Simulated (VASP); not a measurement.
Write the native input for VASP 6.6.1 that does the following.

```yaml
Task: single point
Functional: PBEsol
Potentials_or_basis: VASP PAW PBE potentials, release 64 (Cd, Se)
Cutoff: 520 eV
k_mesh: 8 × 8 × 8
Occupations: gaussian, width 0.02 eV
Spin: no spin polarisation
Dipole_correction: no
Further_INCAR_settings: ALGO = Normal; EDIFF = 1e-06; NBANDS = 16
```

The structure of CdSe lies in POSCAR:

```
CdSe
1.0
    0.0000000000      3.0702711986      3.0702711986
    3.0702711986      0.0000000000      3.0702711986
    3.0702711986      3.0702711986      0.0000000000
Cd Se
1 1
Direct
    0.0000000000      0.0000000000      0.0000000000
    0.2500000000      0.2500000000      0.2500000000
```

One way to write it, as run:

INCAR

```
PREC     = Accurate       # precision mode
ENCUT    = 520            # plane-wave cutoff, eV
EDIFF    = 1E-6           # SCF threshold, eV
ISMEAR   = 0              # smearing method
SIGMA    = 0.02           # smearing width, eV
LREAL    = False          # projectors in reciprocal space
LASPH    = True           # aspherical terms in the spheres
NELM     = 100            # most SCF steps
ALGO     = Normal         # electronic algorithm
ISIF     = 2              # what is computed and relaxed
LWAVE    = False          # write WAVECAR
LCHARG   = False          # write CHGCAR
GGA      = PS             # functional
NBANDS   = 16             # bands
```

KPOINTS

```
Automatic mesh
0
Gamma
  8 8 8
```

Potentials or basis: VASP PAW PBE potentials, release 64 (Cd, Se).

Launch:

```console
$ cat potpaw_PBE.64/Cd/POTCAR potpaw_PBE.64/Se/POTCAR > POTCAR
$ mpirun -np 1 vasp_std > vasp.out
```

It gave:

* Pressure: -1.1 GPa
* Band gap on the k mesh: 0.43 eV

Caveat: the PAW data sets were made with another functional, which shifts forces and pressure a little.

It took 40 s on 1 thread of AMD EPYC 7R13 Processor (Zen 3), with other jobs on the host, peak memory 0.15 GiB.
